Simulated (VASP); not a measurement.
Here is a VASP 6.6.1 calculation.

File INCAR:

```
SYSTEM = BAs
PREC = Accurate ; ENCUT = 520
EDIFF = 1E-6 ; ISMEAR = -1
SIGMA = 0.05 ; LREAL = .False.
LASPH = .True. ; NELM = 60
ALGO = Normal ; ISIF = 2
LWAVE = .False. ; LCHARG = .True.
GGA = B5 ; ALDAX = 1.0
AGGAX = 1.0 ; AGGAC = 1.0
ALDAC = 0.0 ; IVDW = 13
VDW_S6 = 1.0 ; VDW_S8 = 2.34076671
VDW_A1 = 0.44488865 ; VDW_A2 = 4.0933009
LELF = .True. ; LVHAR = .True.
NBANDS = 11
```

File KPOINTS:

```
regular mesh
0
Gamma
  10 10 10
  0 0 0
```

POSCAR

```
BAs
1.0
    0.0000000000      2.3724693156      2.3724693156
    2.3724693156      0.0000000000      2.3724693156
    2.3724693156      2.3724693156      0.0000000000
As B
1 1
Direct
    0.7500000000      0.7500000000      0.7500000000
    0.0000000000      0.0000000000      0.0000000000
```

Potentials or basis: VASP PAW PBE potentials, release 64 (As, B).

The run is started by

```console
$ cat potpaw_PBE.64/As/POTCAR potpaw_PBE.64/B/POTCAR > POTCAR
$ mpirun -np 1 vasp_std > vasp.out
```

Question: Estimate the band gap on the k mesh.

Answer: 1.39 eV, indirect (least direct gap 3.40 eV).

Question: Predict the pressure.

Answer: 2.6 GPa.

Caveat: the PAW data sets were made with another functional, which shifts forces and pressure a little. As with any semilocal functional, this BLYP gap is likely too small.
